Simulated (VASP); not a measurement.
# MgO (P-6m2) in VASP: single point with LDA

Aim: the single point of MgO with LDA.

All numbers are computed with VASP 6.6.1; they aren't measurements. Logs are shortened: lines on timing, memory, paths and dates and some standing lists are left out, and cuts for length are marked.

### 1 The cell of the first run

The structure is hexagonal, space group P-6m2 (No. 187). Conventional cell: a = 2.938 Å, b = 2.938 Å, c = 2.680 Å, α = 90.00°, β = 90.00°, γ = 120.00°. Within 3.0 Å of Mg (site symmetry -6m2) lie 6 O at 2.16 Å and 8 Mg at 2.68 to 2.94 Å. Within 3.0 Å of O (site symmetry -6m2) lie 6 Mg at 2.16 Å and 8 O at 2.68 to 2.94 Å.

### 2 Single point, LDA

Contents of INCAR:

```
SYSTEM = MgO
ALGO = Normal
EDIFF = 1E-6
ENCUT = 840
GGA_COMPAT = .False.
ISIF = 2
ISMEAR = 0
LASPH = .True.
LCHARG = .False.
LREAL = .False.
LWAVE = .False.
NBANDS = 15
NELM = 120
PREC = Accurate
SIGMA = 0.01
```

Contents of KPOINTS:

```
k-points
0
Gamma
  7 7 6
  0 0 0
```

Contents of POSCAR:

```
MgO
1.0
    2.9380210000      0.0000000000      0.0000000000
   -1.4690100000      2.5444010000      0.0000000000
    0.0000000000      0.0000000000      2.6796800000
Mg O
1 1
Direct
    0.0000000000      0.0000000000      0.0000000000
    0.3333330000      0.6666670000      0.5000000000
```

Potentials or basis: VASP PAW LDA potentials, release 64 (Mg_sv, O).

On the command line:

```console
$ cat potpaw_LDA.64/Mg_sv/POTCAR potpaw_LDA.64/O/POTCAR > POTCAR
$ mpirun -np 1 vasp_std > vasp.out
```

OUTCAR:

```text
SYSTEM = MgO
   EDIFF = 1E-6
   ENCUT = 840
   ISIF = 2
   ISMEAR = 0
   LASPH = .True.
   LREAL = .False.
   NELM = 120
   PREC = Accurate

 ion  position               nearest neighbor table
   1  0.000  0.000  0.000-
   2  0.333  0.667  0.500-

  LATTYP: Found a hexagonal cell.
 ALAT       =     2.9380210000
 C/A-ratio  =     0.9120697231

  Lattice vectors:

 A1 = (   2.9380210000,   0.0000000000,   0.0000000000)
 A2 = (  -1.4690100000,   2.5444010000,   0.0000000000)
 A3 = (   0.0000000000,   0.0000000000,   2.6796800000)

Analysis of symmetry for initial positions (statically):
=====================================================================
 Subroutine PRICEL returns:
 Original cell was already a primitive cell.

 Routine SETGRP: Setting up the symmetry group for a
 hexagonal supercell.

 Subroutine GETGRP returns: Found 12 space group operations
 (whereof 12 operations were pure point group operations)
 out of a pool of 24 trial point group operations.

The static configuration has the point symmetry D_3h.

Analysis of symmetry for dynamics (positions and initial velocities):
=====================================================================
 Subroutine PRICEL returns:
 Original cell was already a primitive cell.

 Routine SETGRP: Setting up the symmetry group for a
 hexagonal supercell.

 Subroutine GETGRP returns: Found 12 space group operations
 (whereof 12 operations were pure point group operations)
 out of a pool of 24 trial point group operations.

The dynamic configuration has the point symmetry D_3h.

 Subroutine INISYM returns: Found 12 space group operations
 (whereof 12 operations are pure point group operations),
 and found     1 'primitive' translations

----------------------------------------------------------------------------------------

                                     Primitive cell

  volume of cell :      20.0320

  direct lattice vectors                    reciprocal lattice vectors
     2.938021000  0.000000000  0.000000000     0.340365164  0.196509839  0.000000000
    -1.469010000  2.544401000  0.000000000     0.000000000  0.393019811  0.000000000
     0.000000000  0.000000000  2.679680000     0.000000000  0.000000000  0.373178887

  length of vectors
     2.938021000  2.938020903  2.679680000     0.393019798  0.393019811  0.373178887

  position of ions in fractional coordinates (direct lattice)
     0.000000000  0.000000000  0.000000000
     0.333333000  0.666667000  0.500000000

  ion indices of the primitive-cell ions
   primitive index   ion index
                 1           1
                 2           2

----------------------------------------------------------------------------------------

 KPOINTS: k-points

Automatic generation of k-mesh.
 Grid dimensions read from file:
 generate k-points for:    7    7    6

 Generating k-lattice:

  Cartesian coordinates                     Fractional coordinates (reciprocal lattice)
     0.048623595  0.028072834  0.000000000     0.142857143  0.000000000  0.000000000
     0.000000000  0.056145687  0.000000000     0.000000000  0.142857143  0.000000000
     0.000000000  0.000000000  0.062196481     0.000000000  0.000000000  0.166666667

  Length of vectors
     0.056145685  0.056145687  0.062196481

  Shift w.r.t. Gamma in fractional coordinates (k-lattice)
     0.000000000  0.000000000  0.000000000

 Subroutine IBZKPT returns following result:
 ===========================================

 Found     32 irreducible k-points:

 Following reciprocal coordinates:
            Coordinates               Weight
  0.000000  0.000000  0.000000      1.000000
  0.142857  0.000000  0.000000      6.000000
  0.285714  0.000000  0.000000      6.000000
  0.428571  0.000000  0.000000      6.000000
  0.142857  0.142857  0.000000      6.000000
  0.285714  0.142857  0.000000     12.000000
[... 16 lines left out ...]
  0.428571  0.142857  0.333333     12.000000
  0.285714  0.285714  0.333333     12.000000
 [... further k-points ...]
   k-points           NKPTS =     32   k-points in BZ     NKDIM =     32   number of bands    NBANDS=     15
   number of dos      NEDOS =    301   number of ions     NIONS =      2
   total plane-waves  NPLWV =  21952
   dimension x,y,z NGX =    28 NGY =   28 NGZ =   28
   dimension x,y,z NGXF=    56 NGYF=   56 NGZF=   56
   ions per type =               1   1
   NGX,Y,Z   is equivalent  to a cutoff of  15.84, 15.84, 17.37 a.u.
   NGXF,Y,Z  is equivalent  to a cutoff of  31.69, 31.69, 34.74 a.u.
 SYSTEM =  MgO
   PREC   = accura    normal or accurate (medium, high low for compatibility)
   ISTART =      0    job   : 0-new  1-cont  2-samecut
   ICHARG =      2    charge: 1-file 2-atom 10-const
   ISPIN  =      1    spin polarized calculation?
   LNONCOLLINEAR =      F non collinear calculations
   LSORBIT =      F    spin-orbit coupling
   LASPH  =      T    aspherical Exc in radial PAW
   ENCUT  =  840.0 eV  61.74 Ry    7.86 a.u.   6.94  6.94  6.33*2*pi/ulx,y,z
   NELM   =    120;   NELMIN=  2; NELMDL= -5     # of ELM steps
   EDIFF  = 0.1E-05   stopping-criterion for ELM
   LREAL  =      F    real-space projection
   EDIFFG = 0.1E-04   stopping-criterion for IOM
   NSW    =      0    number of steps for IOM
   IBRION =     -1    ionic relax: 0-MD 1-quasi-New 2-CG
   NFREE  =      0    steps in history (QN), initial steepest desc. (CG)
   ISIF   =      2    stress and relaxation
   ISYM   =      2    0-nonsym 1-usesym 2-fastsym
   POTIM  = 0.5000    time-step for ionic-motion
   TEBEG  =    0.0;   TEEND  =   0.0 temperature during run
   PSTRESS=    0.0 pullay stress
   NELECT =      16.0000    total number of electrons
   NUPDOWN=      -1.0000    fix difference up-down
   EMIN   =  10.00;   EMAX   =-10.00  energy-range for DOS
   EFERMI =   0.00;   METHOD = LEGACY
   ISMEAR =     0;   SIGMA  =   0.01  broadening in eV -4-tet -1-fermi 0-gaus
   EFERMI_NEDOS =   21; number of points for ismear=-14 and -15
   IALGO  =     38    algorithm
   IMIX   =      4    mixing-type and parameters
     AMIX     =   0.40;   BMIX     =  1.00
     AMIX_MAG =   1.60;   BMIX_MAG =  1.00
  volume/ion in A,a.u.               =      10.02        67.59
  Fermi-wavevector in a.u.,A,eV,Ry     =   1.518939  2.870379 31.391035  2.307176
  Thomas-Fermi vector in A             =   2.627992
   LORBIT       =      0    0 simple, 1 ext, 2 COOP (PROOUT), +10 PAW based schemes
   GGA     = CA    functional components
   LHFCALC =     F    Hartree Fock is set to
   AEXX    =    0.0000 exact exchange contribution
   IVDW    =     0    specifies the selected vdW correction
   LEPSILON=     F    determine dielectric tensor
   LRPA    =     F    only Hartree local field effects (RPA)
 non-spin polarized calculation
 Gauss-broadening in eV      SIGMA  =   0.01
  energy-cutoff  :      840.00
  volume of cell :       20.03
 maximum number of plane-waves:      1135
 NGX is ok and might be reduce to    28
   NGX = 13   NGY = 13   NGZ = 13

 number of electron      16.0000010 magnetization

 Free energy of the ion-electron system (eV)
  ---------------------------------------------------
  ext. energy  EPLUGINS =         0.00000000
  ---------------------------------------------------
  free energy    TOTEN  =       -12.49803189 eV

  energy without entropy =      -12.49803189  energy(sigma->0) =      -12.49803189

 E-fermi :   2.8109     XC(G=0): -11.5493

 val. band max:        2.6952200389   @ k =   0.2857   0.2857   0.0000
 cond. band min:       5.6688357178   @ k =   0.0000   0.0000   0.0000
 fundamental gap:      2.9736156789
 Fermi energy:         2.8109202128

 k-point     1 :       0.0000    0.0000    0.0000
  band No.  band energies     occupation
      1     -69.6687      2.00000
      2     -37.1425      2.00000
      3     -37.1424      2.00000
      4     -37.0861      2.00000
      5     -14.4377      2.00000
      6       2.1053      2.00000
      7       2.1053      2.00000
      8       2.3062      2.00000
      9       5.6688      0.00000
     10      14.3431      0.00000
     11      18.0163      0.00000
     12      18.0164      0.00000
     13      22.3737      0.00000
     14      23.2964      0.00000
     15      24.8798      0.00000

 k-point     2 :       0.1429    0.0000    0.0000
  band No.  band energies     occupation
      1     -69.6670      2.00000
      2     -37.1564      2.00000
      3     -37.1456      2.00000
      4     -37.0845      2.00000
      5     -14.2529      2.00000
      6       0.9122      2.00000
      7       1.9584      2.00000
      8       2.3697      2.00000
      9       6.7784      0.00000
     10      14.2607      0.00000
     11      16.6144      0.00000
     12      18.5133      0.00000
     13      22.9636      0.00000
     14      23.5715      0.00000
     15      25.2468      0.00000

 k-point     3 :       0.2857    0.0000    0.0000
  band No.  band energies     occupation
      1     -69.6638      2.00000
      2     -37.1878      2.00000
      3     -37.1527      2.00000
      4     -37.0809      2.00000
      5     -13.8028      2.00000
      6      -0.8918      2.00000
      7       1.6494      2.00000
      8       2.5177      2.00000
      9       8.3467      0.00000
     10      13.2334      0.00000
     11      16.2828      0.00000
     12      19.5115      0.00000
     13      22.1417      0.00000
     14      23.2681      0.00000
     15      26.7033      0.00000
[... 343 lines left out ...]
 k-point    23 :       0.4286    0.1429    0.3333
  band No.  band energies     occupation
      1     -69.6520      2.00000
      2     -37.1976      2.00000
      3     -37.1619      2.00000
      4     -37.1577      2.00000
      5     -12.7405      2.00000
      6      -0.9427      2.00000
      7      -0.1837      2.00000
      8       1.1916      2.00000
      9       9.2890      0.00000
     10      13.3641      0.00000
     11      16.5625      0.00000
     12      17.4633      0.00000
     13      18.3025      0.00000
     14      24.6260      0.00000
     15      25.0509      0.00000

 k-point    24 :       0.2857    0.2857    0.3333
  band No.  band energies     occupation
      1     -69.6517      2.00000
      2     -37.1886      2.00000
      3     -37.1702      2.00000
      4     -37.1612      2.00000
      5     -12.7044      2.00000
      6      -0.5276      2.00000
      7      -0.0984      2.00000
      8       0.4050      2.00000
      9       9.5224      0.00000
     10      13.6901      0.00000
     11      16.2238      0.00000
     12      17.3059      0.00000
     13      18.1386      0.00000
     14      23.9119      0.00000
     15      27.8922      0.00000

 [... further k-points ...]
[... 5 lines left out ...]
  --------------------------------------------------------------------------------------
  -------------------------------------------------------------------------------------
  Total       -1.0840737     -1.0840739     -1.2204228     -0.0000002      0.0000000      0.0000000
  in kB      -86.7053752    -86.7053873    -97.6107159     -0.0000170      0.0000000      0.0000000
  external PRESSURE =     -90.3404928 kB  Pullay stress =       0.0000000 kB

 VOLUME and BASIS-vectors are now :
 -----------------------------------------------------------------------------
  energy-cutoff  :      840.00
  volume of cell :       20.03
      direct lattice vectors                 reciprocal lattice vectors
     2.938021000  0.000000000  0.000000000     0.340365164  0.196509839  0.000000000
    -1.469010000  2.544401000  0.000000000     0.000000000  0.393019811  0.000000000
     0.000000000  0.000000000  2.679680000     0.000000000  0.000000000  0.373178887

 POSITION                                       TOTAL-FORCE (eV/Angst)
 -----------------------------------------------------------------------------------
      0.00000      0.00000      0.00000         0.000000     -0.000000      0.000000
     -0.00000      1.69627      1.33984        -0.000000      0.000000      0.000000
 -----------------------------------------------------------------------------------
    total drift:                                0.001662     -0.000958      0.000000

  FREE ENERGIE OF THE ION-ELECTRON SYSTEM (eV)
  ---------------------------------------------------
  free  energy   TOTEN  =       -12.4980318948 eV

  energy  without entropy=      -12.4980318948  energy(sigma->0) =      -12.49803189
```

It took 13 s on 1 thread of Intel Xeon Platinum 8259CL at 2.50GHz (Skylake/Cascade Lake), shared host; peak memory 0.14 GiB.

What came out:

```yaml
Free_energy: -12.4980 eV
Pressure: -9.0 GPa
Band_gap_on_the_k_mesh: 2.97 eV (least direct gap 3.36 eV)
```

Stress tensor (GPa, compression positive):
```
-8.67  0.00  0.00
 0.00 -8.67  0.00
 0.00  0.00 -9.76
```

Caveat: the cell stands under tension.
